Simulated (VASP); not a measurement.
Set up this calculation in VASP 6.6.1, as the native input.

```yaml
Task: single point
Functional: PBEsol
Potentials_or_basis: VASP PAW PBE potentials, release 64 (Co)
Cutoff: 520 eV
k_mesh: 12 × 12 × 7
Occupations: fermi-dirac, width 0.05 eV
Spin: collinear spin, ferromagnetic start
Starting_moments: "[2.0, 2.0] μB"
Dipole_correction: no
Further_INCAR_settings: ALGO = Fast; EDIFF = 1e-06; NBANDS = 20
```

The structure of Co lies in POSCAR:

```
Co
1.0
    2.4554087999      0.0000000000      0.0000000000
   -1.2277044000      2.1264463974      0.0000000000
    0.0000000000      0.0000000000      3.9941557227
Co
2
Direct
    0.6666666667      0.3333333333      0.7500000000
    0.3333333333      0.6666666667      0.2500000000
```

This cell differs from its parent crystal: volume scaled by 0.98.

One way to write it, as run:

INCAR

```
SYSTEM = Co
PREC = Accurate
ENCUT = 520
EDIFF = 1E-6
ISMEAR = -1
SIGMA = 0.05
LREAL = .FALSE.
LASPH = .TRUE.
NELM = 150
ALGO = Fast
ISIF = 2
LWAVE = .FALSE.
LCHARG = .FALSE.
ISPIN = 2
MAGMOM = 2 2
LORBIT = 11
LMAXMIX = 4
GGA = PS
NBANDS = 20
```

KPOINTS

```
Automatic mesh
0
G
  12 12 7
  0 0 0
```

Potentials or basis: VASP PAW PBE potentials, release 64 (Co).

Launch:

```console
$ cat potpaw_PBE.64/Co/POTCAR > POTCAR
$ mpirun -np 1 vasp_std > vasp.out
```

Results of the run:

The pressure is -2.3 GPa. The net moment is 3.13 μB per cell and the site moments are Co +1.57 μB. The valence electrons inside the program's atomic spheres are Co 8.35.

Caveat: the PAW data sets were made with another functional, which shifts forces and pressure a little.

Wall time 69 s on 1 thread of Intel(R) Xeon(R) Platinum 8259CL CPU @ 2.50GHz (Skylake/Cascade Lake), with other jobs on the host, peak memory 0.16 GiB.
